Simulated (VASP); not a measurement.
TiCo2, 6 atoms in the cell. It takes space group Fd-3m (No. 227, cubic). Conventional cell: a = 6.704 Å, b = 6.704 Å, c = 6.704 Å, α = 90.00°, β = 90.00°, γ = 90.00°. Ti (site symmetry -43m) has 12 Co at 2.78 Å and 4 Ti at 2.90 Å within 3.7 Å. Within 3.1 Å of Co (site symmetry -3m) lie 6 Co at 2.37 Å and 6 Ti at 2.78 Å. 

| Quantity | Value |
| --- | --- |
| Program | VASP 6.6.1 |
| Task | single point |
| Functional | PBEsol |
| Potentials or basis | VASP PAW PBE potentials, release 64 (Ti_sv, Co) |
| Cutoff | 550 eV |
| k mesh | 12 × 12 × 12 |
| Occupations | gaussian, width 0.1 eV |
| Spin | collinear spin, ferrimagnetic start |
| Starting moments | [-0.31, -0.31, 0.82, 0.82, 0.82, 0.82] μB |
| Dipole correction | no |
| Second try | not_converged |
| Further INCAR settings | ALGO = All; EDIFF = 1e-06; NBANDS = 43 |

Potentials or basis: VASP PAW PBE potentials, release 64 (Ti_sv, Co).

Command:

```console
$ cat potpaw_PBE.64/Ti_sv/POTCAR potpaw_PBE.64/Co/POTCAR > POTCAR
$ mpirun -np 4 vasp_std > vasp.out
```

Hardware: 4 MPI ranks on AMD EPYC 7R43 64-Core Processor (Zen 3), with other jobs on the host.

Q: Estimate the wall time of this run.

A: It took 8.1 min on 4 MPI ranks on AMD EPYC 7R43 64-Core Processor (Zen 3) (shared host), peak memory 0.88 GiB a rank. Counts: scf iterations 37, k points 72.
